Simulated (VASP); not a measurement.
Runs of VASP 6.6.1 on Ni. The structure is that of space group Im-3m (No. 229), or close to it. The cells are those of the table. 

| task | level | cell | k mesh | cutoff (eV) | k mesh for the DOS | occupations for the DOS | gap on the mesh (eV) | pressure (GPa) | moment (μB) |
| --- | --- | --- | --- | --- | --- | --- | --- | --- | --- |
| single point | PBE | a = 2.342 Å, angles 109.5°, 1 atom | 19 × 19 × 19 | 520 | - | - | none | (b) | 0.45 |
| single point | PBE | a = 2.425 Å, angles 109.5°, 1 atom | 19 × 19 × 19 | 520 | - | - | none | -0.1 | 0.53 |
| relaxation of cell and atoms | PBE | relaxed from a = 2.419 Å, angles 109.5°, 1 atom | 19 × 19 × 19 | 600 | - | - | none | 0.0 | 0.53 |
| single point | r2SCAN | a = 2.425 Å, angles 109.5°, 1 atom | 28 × 28 × 28 | 520 | - | - | none | -6.7 | (a) |
| density of states | PBE | a = 2.425 Å, angles 109.5°, 1 atom | 19 × 19 × 19 | 520 | 29 × 29 × 29 | tetrahedron | - | - | 0.53 |

Alike in all rows: potentials or basis VASP PAW PBE potentials, release 64 (Ni); spin collinear, ferromagnetic start; smearing fermi-dirac 0.05 eV.

**Question.** Fill in the values left out.

**Answer.** (a) 0.63; (b) 25.5.

Caveats: the PAW data sets were made with another functional, which shifts forces and pressure a little (some runs); tetrahedron occupations give inexact forces and stress in metals (some runs).

A gap of «none» marks levels without a gap at the run's occupations.
